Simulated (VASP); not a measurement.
Here is a VASP 6.6.1 calculation.

INCAR

```
SYSTEM = BAs
  PREC = Accurate
  ENCUT = 500
  EDIFF = 1E-6
  ISMEAR = 1
  SIGMA = 0.18
  LREAL = .False.
  LASPH = .True.
  NELM = 120
  ALGO = Normal
  ISIF = 2
  LWAVE = .False.
  LCHARG = .False.
  GGA = PE
  NBANDS = 11
  GGA_COMPAT = .False.
```

Contents of KPOINTS:

```
Automatic mesh
0
Gamma
  6 6 6
  0 0 0
```

File POSCAR:

```
BAs
1.0
    0.0000000000      2.3918698977      2.3918698977
    2.3918698977      0.0000000000      2.3918698977
    2.3918698977      2.3918698977      0.0000000000
B As
1 1
Direct
    0.0000000000      0.0000000000      0.0000000000
    0.2500000000      0.2500000000      0.2500000000
```

Potentials or basis: VASP PAW PBE potentials, release 64 (B, As).

Run with:

```bash
$ cat potpaw_PBE.64/B/POTCAR potpaw_PBE.64/As/POTCAR > POTCAR
$ mpirun -np 1 vasp_std > vasp.out
```

**Question.** What does it give for the pressure?

**Answer.** 2.9 GPa.

**Question.** Estimate the band gap on the k mesh.

**Answer.** 1.28 eV, indirect (least direct gap 3.27 eV).

A k mesh can miss the band edges. PBE gaps usually lie below the measured ones, often by a third to a half.
